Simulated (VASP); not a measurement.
Crystal: TiO2.

```
Ti O
1.0
     4.59984    0.00000    0.00000
     0.00000    4.59984    0.00000
     0.00000    0.00000    2.95921
Ti O
2 4
Direct
  0.00000 0.00000 0.50000
  0.50000 0.50000 0.00000
  0.30432 0.30432 0.50000
  0.19568 0.80432 0.00000
  0.80432 0.19568 0.00000
  0.69568 0.69568 0.50000
```

Program: VASP 6.6.1. Alike in all runs: task single point; no spin polarisation; cell as given; cutoff (eV) 520.

Order these runs on this cell by their pressure, lowest first.
A. level PBE+D3(BJ); potentials or basis VASP PAW PBE potentials, release 64 (Ti_sv, O); k mesh 6 × 6 × 9; smearing fermi-dirac 0.05 eV
B. level LDA; potentials or basis VASP PAW LDA potentials, release 64 (Ti_sv, O); k mesh 6 × 6 × 9; smearing fermi-dirac 0.05 eV
C. level PBE+U; potentials or basis VASP PAW PBE potentials, release 64 (Ti_sv, O); U Ti d U = 4.0 eV; k mesh 6 × 6 × 9; smearing fermi-dirac 0.05 eV
D. level PBE; potentials or basis VASP PAW PBE potentials, release 64 (Ti_sv, O); k mesh 4 × 4 × 4; smearing gaussian 0.01 eV
E. level PBE+U; potentials or basis VASP PAW PBE potentials, release 64 (Ti_sv, O); U Ti d U = 5.0 eV; k mesh 6 × 6 × 9; smearing fermi-dirac 0.05 eV

B (-7.8 GPa), A (1.0 GPa), D (5.0 GPa), C (12.4 GPa), E (14.3 GPa).

Caveats: some runs use coarse meshes; three body term missing (some runs).
